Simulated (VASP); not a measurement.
A run of VASP 6.6.1 is set up as follows.

File INCAR:

```
SYSTEM = KF
PREC = Accurate
ENCUT = 520
EDIFF = 1E-6
ISMEAR = 0
SIGMA = 0.1
LREAL = .False.
LASPH = .True.
NELM = 150
ALGO = Normal
ISIF = 2
LWAVE = .False.
LCHARG = .False.
ISPIN = 2
MAGMOM = 0 0
LORBIT = 11
GGA = PE
NBANDS = 19
```

File KPOINTS:

```
Automatic mesh
0
Gamma
  4 4 4
  0 0 0
```

The input POSCAR:

```
KF
1.0
    0.0000000000      2.6544134050      2.6544134050
    2.6544134050      0.0000000000      2.6544134050
    2.6544134050      2.6544134050      0.0000000000
K F
1 1
Direct
    0.0000000000      0.0000000000      0.0000000000
    0.5000000000      0.5000000000      0.5000000000
```

Potentials or basis: VASP PAW PBE potentials, release 64 (K_sv, F).

Run with:

```bash
$ cat potpaw_PBE.64/K_sv/POTCAR potpaw_PBE.64/F/POTCAR > POTCAR
$ mpirun -np 1 vasp_std > vasp.out
```

Task: Estimate the pressure.

Result: 2.2 GPa.

Task: Predict the band gap on the k mesh.

Result: 6.27 eV, direct.

Task: Estimate the net moment.

Result: 0.00 μB per cell.

Caveat: the k points lie up to 0.51 Å⁻¹ apart. As with any semilocal functional, this PBE gap is likely too small.
